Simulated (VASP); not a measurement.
CoBr: relaxation of cell and atoms with PBE

The system is CoBr.

```
Co Br
1.0
     3.44112    0.00000    0.00000
     0.00000    3.44112    0.00000
     0.00000    0.00000    3.44112
Co Br
1 1
Direct
  0.00000 0.00000 0.00000
  0.50000 0.50000 0.50000
```

```
Program                : VASP 6.6.1
Task                   : relaxation of cell and atoms
Functional             : PBE
Potentials or basis    : VASP PAW PBE potentials, release 64 (Co, Br)
Cutoff                 : 600 eV
k mesh                 : 6 × 6 × 6
Occupations            : gaussian, width 0.1 eV
Spin                   : collinear spin, ferromagnetic start
Starting moments       : [2.18, 0.13] μB
Dipole correction      : no
Further INCAR settings : ALGO = Normal; EDIFF = 1e-06; IBRION = 2; EDIFFG = -0.04; NSW = 90; ISIF = 3
```

```
Relaxed volume                                        : 17.09 Å³/atom
Relaxed cell                                          : a = 3.245 Å, b = 3.245 Å, c = 3.245 Å, α = 90.00°, β = 90.00°, γ = 90.00°
Space group after relaxing (to 0.05 Å)                : Pm-3m (No. 221)
Energy gained by relaxing                             : 72.3 meV/atom
Ionic steps                                           : 5
Pressure after relaxing                               : 0.0 GPa
Band gap on the k mesh                                : zero (filled and empty bands overlap)
Net moment                                            : 2.01 μB per cell
Site moments                                          : Co +1.90; Br +0.17 μB
Valence electrons inside the program's atomic spheres : Co 7.78; Br 4.85
```

The path:
```
step  energy change (eV)  largest force (eV/Å)  pressure (GPa)  volume (Å³)
   1              0.0000                0.0000           -5.78        40.75
   2             -0.1146                0.0000           -3.84        36.56
   3             -0.0641                0.0000            8.57        30.93
   4             -0.1439                0.0000           -0.66        34.54
   5             -0.1446                0.0000           -0.02        34.18
```

Final structure:
```yaml
crystal:
  lattice:
    - [3.24545, 0.00000, 0.00000]
    - [0.00000, 3.24545, 0.00000]
    - [0.00000, 0.00000, 3.24545]
  atoms:
    - { symbol: Co, position: [0.00000, 0.00000, 0.00000] }
    - { symbol: Br, position: [0.50000, 0.50000, 0.50000] }
```

Levels at points of the mesh, in eV from the Fermi level:
Spin up:
```tsv
k point	band 7	band 8	band 9	band 10	band 11	band 12
(0.00, 0.00, 0.00)	-1.98	-1.98	-1.98	-0.55	6.32	6.32
(0.50, 0.00, 0.00)	-1.64	-0.57	-0.57	3.26	5.33	6.77
(0.50, 0.50, 0.00)	-2.16	-2.03	-1.62	0.35	8.31	8.31
(0.50, 0.50, 0.50)	-0.80	-0.80	-0.80	1.63	1.63	1.63
```
Spin down:
| k point | band 4 | band 5 | band 6 | band 7 | band 8 | band 9 | band 10 | band 11 |
| --- | --- | --- | --- | --- | --- | --- | --- | --- |
| (0.00, 0.00, 0.00) | -3.18 | -1.52 | -1.52 | -0.36 | -0.09 | -0.09 | -0.09 | 6.70 |
| (0.50, 0.00, 0.00) | -3.21 | -1.11 | -0.01 | 0.16 | 0.89 | 0.89 | 3.26 | 5.71 |
| (0.50, 0.50, 0.00) | -2.04 | -1.86 | -0.52 | -0.52 | -0.41 | 0.25 | 1.35 | 8.39 |
| (0.50, 0.50, 0.50) | -6.19 | 0.27 | 0.27 | 0.96 | 0.96 | 0.96 | 1.62 | 1.62 |

Wall time 89 s on 1 thread of Intel Xeon 6975P-C (shared host), peak memory 0.19 GiB.

Caveat: the volume moved by over 15 % at a fixed basis, so the end points are rough; semilocal functionals often make such compounds metallic where correlation or magnetic order opens a gap, which also shifts bond lengths.
